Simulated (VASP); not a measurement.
# SnSe2 (P-3m1) in VASP: a series of runs, part 2 of 2

VASP 6.6.1. Earlier steps stand in the parts before.

## 3. Relaxation of cell and atoms, PBE+D3(BJ), target pressure 25.8 GPa, at which the enthalpy is minimised

This run uses another cell than the first one, of 19.06 Å³/atom, 1.005 times its volume.

The input, INCAR:

```
  PREC = Accurate
  ENCUT = 600
  EDIFF = 1E-7
  ISMEAR = -1
  SIGMA = 0.1
  LREAL = False
  LASPH = True
  NELM = 100
  ALGO = Normal
  ISIF = 3
  LWAVE = False
  LCHARG = False
  GGA = PE
  IVDW = 12
  IBRION = 2
  NSW = 80
  EDIFFG = -0.002
  PSTRESS = 258.0
```

The input, KPOINTS:

```
regular mesh
0
Gamma
  15 15 8
```

The input, POSCAR:

```
SnSe2
1.0
    3.5731514100      0.0000000000      0.0000000000
   -1.7865757050      3.0944398926      0.0000000000
    0.0000000000      0.0000000000      5.1718840940
Sn Se
1 2
Direct
    0.0000000000      0.0000000000      0.0000000000
    0.3333333333      0.6666666667      0.3053041698
    0.6666666667      0.3333333333      0.6946958302
```

Potentials or basis: VASP PAW PBE potentials, release 64 (Sn_d, Se).

The run is started by

```bash
$ cat potpaw_PBE.64/Sn_d/POTCAR potpaw_PBE.64/Se/POTCAR > POTCAR
$ mpirun -np 1 vasp_std > vasp.out
```

OUTCAR:

```text
PREC = Accurate
   ENCUT = 600
   EDIFF = 1E-7
   ISMEAR = -1
   LREAL = False
   LASPH = True
   NELM = 100
   ISIF = 3
   GGA = PE
   IVDW = 12
   IBRION = 2
   NSW = 80
   EDIFFG = -0.002
   PSTRESS = 258.0
 IVDW          = 12

 ion  position               nearest neighbor table
   1  0.000  0.000  0.000-   2 2.60   3 2.60   2 2.60   3 2.60   3 2.60   2 2.60
   2  0.333  0.667  0.305-   1 2.60   1 2.60   1 2.60
   3  0.667  0.333  0.695-   1 2.60   1 2.60   1 2.60

  LATTYP: Found a hexagonal cell.
 ALAT       =     3.5731514100
 C/A-ratio  =     1.4474293139

  Lattice vectors:

 A1 = (   3.5731514100,   0.0000000000,   0.0000000000)
 A2 = (  -1.7865757050,   3.0944398926,   0.0000000000)
 A3 = (   0.0000000000,   0.0000000000,   5.1718840940)

Analysis of symmetry for initial positions (statically):
=====================================================================
 Subroutine PRICEL returns:
 Original cell was already a primitive cell.

 Routine SETGRP: Setting up the symmetry group for a
 hexagonal supercell.

 Subroutine GETGRP returns: Found 12 space group operations
 (whereof 12 operations were pure point group operations)
 out of a pool of 24 trial point group operations.

The static configuration has the point symmetry D_3d.

Analysis of symmetry for dynamics (positions and initial velocities):
=====================================================================
 Subroutine PRICEL returns:
 Original cell was already a primitive cell.

 Routine SETGRP: Setting up the symmetry group for a
 hexagonal supercell.

 Subroutine GETGRP returns: Found 12 space group operations
 (whereof 12 operations were pure point group operations)
 out of a pool of 24 trial point group operations.

The dynamic configuration has the point symmetry D_3d.

 Subroutine INISYM returns: Found 12 space group operations
 (whereof 12 operations are pure point group operations),
 and found     1 'primitive' translations

----------------------------------------------------------------------------------------

                                     Primitive cell

  volume of cell :      57.1850

  direct lattice vectors                    reciprocal lattice vectors
     3.573151410  0.000000000  0.000000000     0.279864995  0.161580130  0.000000000
    -1.786575705  3.094439893  0.000000000     0.000000000  0.323160260  0.000000000
     0.000000000  0.000000000  5.171884094     0.000000000  0.000000000  0.193353134

  length of vectors
     3.573151410  3.573151410  5.171884094     0.323160260  0.323160260  0.193353134

  position of ions in fractional coordinates (direct lattice)
     0.000000000  0.000000000  0.000000000
     0.333333333  0.666666667  0.305304170
     0.666666667  0.333333333  0.694695830

  ion indices of the primitive-cell ions
   primitive index   ion index
                 1           1
                 2           2
                 3           3

----------------------------------------------------------------------------------------

 KPOINTS: regular mesh

Automatic generation of k-mesh.
 Grid dimensions read from file:
 generate k-points for:   15   15    8

 Generating k-lattice:

  Cartesian coordinates                     Fractional coordinates (reciprocal lattice)
     0.018657666  0.010772009  0.000000000     0.066666667 -0.000000000  0.000000000
     0.000000000  0.021544017  0.000000000     0.000000000  0.066666667  0.000000000
     0.000000000  0.000000000  0.024169142     0.000000000  0.000000000  0.125000000

  Length of vectors
     0.021544017  0.021544017  0.024169142

  Shift w.r.t. Gamma in fractional coordinates (k-lattice)
     0.000000000  0.000000000  0.000000000

 Subroutine IBZKPT returns following result:
 ===========================================

 Found    192 irreducible k-points:

 Following reciprocal coordinates:
            Coordinates               Weight
  0.000000  0.000000  0.000000      1.000000
  0.066667  0.000000  0.000000      6.000000
  0.133333  0.000000  0.000000      6.000000
  0.200000 -0.000000  0.000000      6.000000
  0.266667  0.000000  0.000000      6.000000
  0.333333 -0.000000  0.000000      6.000000
[... 16 lines left out ...]
  0.333333  0.200000  0.000000     12.000000
  0.400000  0.200000  0.000000      6.000000
 [... further k-points ...]
   k-points           NKPTS =    192   k-points in BZ     NKDIM =    192   number of bands    NBANDS=     17
   number of dos      NEDOS =    301   number of ions     NIONS =      3
   total plane-waves  NPLWV =  37800
   dimension x,y,z NGX =    30 NGY =   30 NGZ =   42
   dimension x,y,z NGXF=    60 NGYF=   60 NGZF=   84
   ions per type =               1   2
   NGX,Y,Z   is equivalent  to a cutoff of  13.96, 13.96, 13.50 a.u.
   NGXF,Y,Z  is equivalent  to a cutoff of  27.92, 27.92, 27.00 a.u.
 SYSTEM =  unknown system
   PREC   = accura    normal or accurate (medium, high low for compatibility)
   ISTART =      0    job   : 0-new  1-cont  2-samecut
   ICHARG =      2    charge: 1-file 2-atom 10-const
   ISPIN  =      1    spin polarized calculation?
   LNONCOLLINEAR =      F non collinear calculations
   LSORBIT =      F    spin-orbit coupling
   LASPH  =      T    aspherical Exc in radial PAW
   ENCUT  =  600.0 eV  44.10 Ry    6.64 a.u.   7.14  7.14 10.33*2*pi/ulx,y,z
   NELM   =    100;   NELMIN=  2; NELMDL= -5     # of ELM steps
   EDIFF  = 0.1E-06   stopping-criterion for ELM
   LREAL  =      F    real-space projection
   EDIFFG = -.2E-02   stopping-criterion for IOM
   NSW    =     80    number of steps for IOM
   IBRION =      2    ionic relax: 0-MD 1-quasi-New 2-CG
   NFREE  =      1    steps in history (QN), initial steepest desc. (CG)
   ISIF   =      3    stress and relaxation
   ISYM   =      2    0-nonsym 1-usesym 2-fastsym
   POTIM  = 0.5000    time-step for ionic-motion
   TEBEG  =    0.0;   TEEND  =   0.0 temperature during run
   PSTRESS=  258.0 pullay stress
   NELECT =      26.0000    total number of electrons
   NUPDOWN=      -1.0000    fix difference up-down
   EMIN   =  10.00;   EMAX   =-10.00  energy-range for DOS
   EFERMI =   0.00;   METHOD = LEGACY
   ISMEAR =    -1;   SIGMA  =   0.10  broadening in eV -4-tet -1-fermi 0-gaus
   EFERMI_NEDOS =   21; number of points for ismear=-14 and -15
   IALGO  =     38    algorithm
   IMIX   =      4    mixing-type and parameters
     AMIX     =   0.40;   BMIX     =  1.00
     AMIX_MAG =   1.60;   BMIX_MAG =  1.00
  volume/ion in A,a.u.               =      19.06       128.63
  Fermi-wavevector in a.u.,A,eV,Ry     =   1.258844  2.378870 21.560987  1.584688
  Thomas-Fermi vector in A             =   2.392433
   LORBIT       =      0    0 simple, 1 ext, 2 COOP (PROOUT), +10 PAW based schemes
   GGA     = PE    functional components
   LHFCALC =     F    Hartree Fock is set to
   AEXX    =    0.0000 exact exchange contribution
   IVDW    =    12    specifies the selected vdW correction
   LEPSILON=     F    determine dielectric tensor
   LRPA    =     F    only Hartree local field effects (RPA)
 conjugate gradient relaxation of ions
 non-spin polarized calculation
  energy-cutoff  :      600.00
  volume of cell :       57.19
 maximum number of plane-waves:      1935
 NGX is ok and might be reduce to    30
   NGX = 15   NGY = 15   NGZ = 21

--------------------------------------- Ionic step        1  -------------------------------------------

 number of electron      26.0000000 magnetization

 Free energy of the ion-electron system (eV)
  ---------------------------------------------------
  ext. energy  EPLUGINS =         0.00000000
  ---------------------------------------------------
  free energy    TOTEN  =       -10.34949984 eV

  energy without entropy =      -10.32873595  energy(sigma->0) =      -10.33911789

------------------------ aborting loop because EDIFF is reached ----------------------------------------

 Edisp (eV)   -1.48124

 E8    (eV) :    -0.6479
[... 116 lines left out ...]
  energy  without entropy=      -11.8417670539  energy(sigma->0) =      -11.85329404

  enthalpy is  TOTEN    =        -2.6275252827 eV   P V=        9.2372957352

[... ionic steps 4 to 11 ...]

--------------------------------------- Ionic step       12  -------------------------------------------

 number of electron      25.9999999 magnetization

------------------------ aborting loop because EDIFF is reached ----------------------------------------
[... 81 lines left out ...]
--------------------------------------- Ionic step       14  -------------------------------------------

 number of electron      25.9999999 magnetization

 Free energy of the ion-electron system (eV)
  ---------------------------------------------------
  ext. energy  EPLUGINS =         0.00000000
  ---------------------------------------------------
  free energy    TOTEN  =       -10.31562792 eV

  energy without entropy =      -10.29186572  energy(sigma->0) =      -10.30374682

 E-fermi :   8.7585     XC(G=0): -11.1211

 val. band max:        8.7583656218   @ k =   0.0667   0.0667   0.1250
 cond. band min:       8.7808999357   @ k =   0.2000   0.0667   0.1250
 fundamental gap:      0.0225343139
 Fermi energy:         8.7584931771

 k-point     1 :       0.0000    0.0000    0.0000
  band No.  band energies     occupation
      1     -13.3079      2.00000
      2     -13.3079      2.00000
      3     -13.2528      2.00000
      4     -13.2191      2.00000
      5     -13.2191      2.00000
      6      -7.8638      2.00000
[... 457 lines left out ...]
      4     -13.1945      2.00000
      5     -13.1861      2.00000
      6      -5.2173      2.00000
[... 9 lines left out ...]
     16      14.3268      0.00000
     17      15.1396      0.00000

 [... further k-points ...]

------------------------ aborting loop because EDIFF is reached ----------------------------------------

 Edisp (eV)   -1.48721

 E8    (eV) :    -0.6506
[... 30 lines left out ...]
  energy  without entropy=      -11.7790714651  energy(sigma->0) =      -11.79095257

  enthalpy is  TOTEN    =        -2.6294227190 eV   P V=        9.1734109513

 reached required accuracy - stopping structural energy minimisation
```

CONTCAR:

```text
SnSe2
   1.00000000000000
     3.5721314995980649   -0.0000000000000000    0.0000000000000000
    -1.7860657497990324    3.0935566241603527   -0.0000000000000000
    -0.0000000000000000   -0.0000000000000000    5.1550896010140512
  Sn              Se
     1     2
Direct
     0.0000000000000000    1.0000000000000000    1.0000000000000000
     0.3333333332999970    0.6666666667000030    0.3101080317567866
     0.6666666667000030    0.3333333332999970    0.6898919682432136

  0.00000000E+00  0.00000000E+00  0.00000000E+00
  0.00000000E+00  0.00000000E+00  0.00000000E+00
  0.00000000E+00  0.00000000E+00  0.00000000E+00
```

Run time: 31 min. Hardware: 1 thread of AMD EPYC 7R43 (Zen 3), shared host; peak memory 0.37 GiB.

Results:

```
Free energy                                            : -11.8028 eV
Relaxed volume                                         : 18.99 Å³/atom
Relaxed cell                                           : a = 3.572 Å, b = 3.572 Å, c = 5.155 Å, α = 90.00°, β = 90.00°, γ = 120.00°
Space group after relaxing (to 0.05 Å)                 : P-3m1 (No. 164)
Energy change on relaxing (the enthalpy is what falls) : +9.3 meV/atom
Ionic steps                                            : 14
Pressure after relaxing                                : 25.8 GPa
Band gap on the k mesh                                 : zero (band 13 reaches 9.15 eV, above the bottom of band 14 at 7.53 eV)
Dispersion energy per atom                             : -0.496 eV
```

Step by step:
```csv
step,energy change (eV),largest force (eV/Å),pressure (GPa),volume (Å³)
1,0.0000,0.3020,25.95,57.19
2,-0.0298,0.0788,24.90,57.34
3,-0.0341,0.0419,24.72,57.36
4,0.0708,0.0182,26.45,56.70
5,0.0326,0.0041,25.83,56.94
6,0.0312,0.0049,25.80,56.95
7,0.0308,0.0067,25.81,56.95
8,0.0299,0.0106,25.84,56.95
9,0.0285,0.0188,25.88,56.96
10,0.0292,0.0143,25.85,56.96
11,0.0200,0.0019,25.65,57.02
12,0.0257,0.0082,25.78,56.98
13,0.0252,0.0073,25.76,56.98
14,0.0279,0.0001,25.81,56.97
```

Final structure:
```cif
data_structure
_symmetry_space_group_name_H-M 'P 1'
_symmetry_Int_Tables_number 1
_cell_length_a 3.5721
_cell_length_b 3.5721
_cell_length_c 5.1551
_cell_angle_alpha 90.000
_cell_angle_beta 90.000
_cell_angle_gamma 120.000
_cell_volume 56.97
loop_
_atom_site_label
_atom_site_type_symbol
_atom_site_fract_x
_atom_site_fract_y
_atom_site_fract_z
_atom_site_occupancy
Sn1 Sn 0.00000 0.00000 0.00000 1
Se1 Se 0.33333 0.66667 0.31011 1
Se2 Se 0.66667 0.33333 0.68989 1
```

Caveat: the cell is relaxed towards a set pressure, so the enthalpy falls and the energy may rise; spin-orbit coupling is left out, which moves the levels of the heavy elements; pairwise dispersion overbinds metals, which lowers pressure and volume.

## 4. Single point, PBE+D3(BJ)

The input, INCAR:

```
SYSTEM = SnSe2
PREC     = Accurate       ! precision mode
ENCUT    = 520            ! plane-wave cutoff, eV
EDIFF    = 1E-6           ! SCF threshold, eV
ISMEAR   = -1             ! smearing method
SIGMA    = 0.1            ! smearing width, eV
LREAL    = .FALSE.        ! projectors in reciprocal space
LASPH    = .TRUE.         ! aspherical terms in the spheres
NELM     = 100            ! most SCF steps
ALGO     = Normal         ! electronic algorithm
ISIF     = 2              ! what is computed and relaxed
LWAVE    = .FALSE.        ! write WAVECAR
LCHARG   = .FALSE.        ! write CHGCAR
GGA      = PE             ! functional
IVDW     = 12             ! dispersion correction
NBANDS   = 20             ! bands
```

The input, KPOINTS:

```
regular mesh
0
G
  15 15 8
  0 0 0
```

The input, POSCAR:

```
SnSe2
1.0
    3.5708962868      0.0000000000      0.0000000000
   -1.7854481434      3.0924868987      0.0000000000
    0.0000000000      0.0000000000      5.1536352318
Sn Se
1 2
Direct
    0.0000000000      0.0000000000      0.0000000000
    0.3333333333      0.6666666667      0.3098247267
    0.6666666667      0.3333333333      0.6901752733
```

The run is started by

```bash
$ cat potpaw_PBE.64/Sn_d/POTCAR potpaw_PBE.64/Se/POTCAR > POTCAR
$ mpirun -np 1 vasp_std > vasp.out
```

It took 2.8 min on 1 thread of AMD EPYC 7R43 (Zen 3), shared host; peak memory 0.31 GiB.

It converged, with:

```yaml
Free_energy: -11.7937 eV
Pressure: 26.0 GPa
Largest_force: 0.025 eV/Å
Band_gap_on_the_k_mesh: zero (band 13 reaches 9.16 eV, above the bottom of band 14 at 7.56 eV)
Dispersion_energy_per_atom: -0.496 eV
```

Forces on the atoms (eV/Å):
```
Sn   0.000  0.000  0.000
Se   0.000  0.000  0.025
Se   0.000  0.000 -0.025
```

Levels at points of the mesh, in eV from the Fermi level:
| k point | band 11 | band 12 | band 13 | band 14 | band 15 | band 16 |
| --- | --- | --- | --- | --- | --- | --- |
| (0.00, 0.00, 0.00) | -1.20 | -1.20 | -0.23 | 1.27 | 3.07 | 4.80 |
| (0.00, 0.00, 0.50) | -2.09 | -0.57 | -0.57 | 2.76 | 3.48 | 3.48 |

Caveat: spin-orbit coupling is left out, which moves the levels of the heavy elements; pairwise dispersion overbinds metals, which lowers pressure and volume.
